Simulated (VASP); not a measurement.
Write the native input for VASP 6.6.1 that does the following.

| Quantity | Value |
| --- | --- |
| Task | single point |
| Functional | PBE |
| Potentials or basis | VASP PAW PBE potentials, release 64 (Sr_sv, Ti_sv, O) |
| Cutoff | 520 eV |
| k mesh | 8 × 8 × 8 |
| Occupations | gaussian, width 0.05 eV |
| Spin | no spin polarisation |
| Dipole correction | no |
| Further INCAR settings | ALGO = Normal; EDIFF = 1e-06; NBANDS = 28 |

The structure of SrTiO3 lies in POSCAR:

```
SrTiO3
1.0
    3.9364094381      0.0000000000      0.0000000000
    0.0000000000      3.9364094381      0.0000000000
    0.0000000000      0.0000000000      3.9364094381
Sr Ti O
1 1 3
Direct
    0.0253481367      0.0000000000      0.0000000000
    0.4771885974      0.5000000000      0.5000000000
   -0.0199193655      0.5000000000      0.5000000000
    0.4746734045      0.0000000000      0.5000000000
    0.4746734045      0.5000000000      0.0000000000
```

This cell differs from its parent crystal: atoms displaced along several vibrational modes.

One way to write it, as run:

INCAR

```
SYSTEM = SrTiO3
ALGO = Normal
EDIFF = 1E-6
ENCUT = 520
GGA = PE
ISIF = 2
ISMEAR = 0
LASPH = .TRUE.
LCHARG = .FALSE.
LREAL = .FALSE.
LWAVE = .FALSE.
NBANDS = 28
NELM = 80
PREC = Accurate
SIGMA = 0.05
```

KPOINTS

```
k-points
0
G
  8 8 8
  0 0 0
```

Potentials or basis: VASP PAW PBE potentials, release 64 (Sr_sv, Ti_sv, O).

Run with:

```sh
$ cat potpaw_PBE.64/Sr_sv/POTCAR potpaw_PBE.64/Ti_sv/POTCAR potpaw_PBE.64/O/POTCAR > POTCAR
$ mpirun -np 1 vasp_std > vasp.out
```

Results of the run:

- Pressure: 1.5 GPa
- Largest force: 0.665 eV/Å
- Band gap on the k mesh: 1.79 eV (least direct gap 2.16 eV)

Caveat: the cell differs from its parent crystal (atoms displaced along several vibrational modes).

Run time: 60 s on 1 thread of Intel(R) Xeon(R) 6975P-C (Granite Rapids), with other jobs on the host, peak memory 0.26 GiB.
